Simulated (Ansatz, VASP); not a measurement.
## One calculation of Ca, two programs

The input INCAR:

```
SYSTEM = Ca
PREC = Accurate
ENCUT = 500
EDIFF = 1E-6
ISMEAR = 0
SIGMA = 0.1
LREAL = .False.
LASPH = .True.
NELM = 120
ALGO = Normal
ISIF = 2
LWAVE = .False.
LCHARG = .False.
GGA = PE
IVDW = 12
NBANDS = 11
GGA_COMPAT = .False.
```

The input KPOINTS:

```
regular mesh
0
Gamma
  6 6 6
  0 0 0
```

The input POSCAR:

```
Ca
1.0
    0.0000000000      2.7884079385      2.7884079385
    2.7884079385      0.0000000000      2.7884079385
    2.7884079385      2.7884079385      0.0000000000
Ca
1
Direct
    0.0000000000      0.0000000000      0.0000000000
```

Input for Ansatz:

```yaml
crystal:
  lattice:
    - [0.0, 2.7884079385, 2.7884079385]
    - [2.7884079385, 0.0, 2.7884079385]
    - [2.7884079385, 2.7884079385, 0.0]
  atoms:
    - { symbol: Ca, position: [0.0, 0.0, 0.0] }
basis:
  ecutwfc: 420
kpoints:
  mp_grid: { grid: [6, 6, 6] }
hamiltonian:
  xc: pbe
  dispersion: d3bj
scf:
  occupations: { method: gaussian, width: 0.1 }
output:
  forces: true
  stress: true
  eigenvalues: true
```

Alike in both runs: task single point; functional PBE; dispersion D3(BJ); k mesh 6 × 6 × 6; occupations gaussian, width 0.1 eV; no spin polarisation.

|  | VASP | Ansatz |
| --- | --- | --- |
| version | VASP 6.6.1 | Ansatz 0.2.0 |
| potentials or method | VASP PAW PBE potentials, release 64 (Ca_sv), cutoff 500 eV | scalar-relativistic, plane waves, PAW |
| valence electrons in the cell | 10 | 10 |

```csv
,VASP,Ansatz,Ansatz less VASP
gap on the k mesh at the Fermi level (eV),none,none,-
pressure (GPa),-1.3,-1.3,0.00
```

A gap of «none» marks a metal or a gap that the smearing closes.
